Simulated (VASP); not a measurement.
Runs of VASP 6.6.1 on TiAl. The structure is that of space group F-43m (No. 216), or close to it. The cells are those of the table. 

```csv
task,cell,k mesh,cutoff (eV),gap on the mesh (eV),pressure (GPa),relaxed volume (Å³/atom)
single point,"a = 3.636 Å, angles 60.0°, 2 atoms",6 × 6 × 6,520,none,39.6,-
relaxation of cell and atoms,"relaxed from a = 3.636 Å, angles 60.0°, 2 atoms",6 × 6 × 6,600,none,-0.1,27.26
single point,"a = 4.261 Å, angles 60.0°, 2 atoms",16 × 16 × 16,520,none,0.0,-
relaxation of cell and atoms,"relaxed from a = 4.258 Å, angles 60.0°, 2 atoms",16 × 16 × 16,600,none,0.0,(a)
single point,"a = 4.258 Å, angles 60.0°, 2 atoms",6 × 6 × 6,520,none,-0.3,-
```

Alike in all rows: level PBE; potentials or basis VASP PAW PBE potentials, release 64 (Ti_sv, Al); no spin polarisation; smearing gaussian 0.1 eV.

Fill in the values left out.

(a) 27.35.

Caveats: the cell stands under pressure (at least some runs); the volume moved by over 15 % at a fixed basis, so the end points are rough (at least some runs).

A gap of «none» marks levels without a gap at the run's occupations.
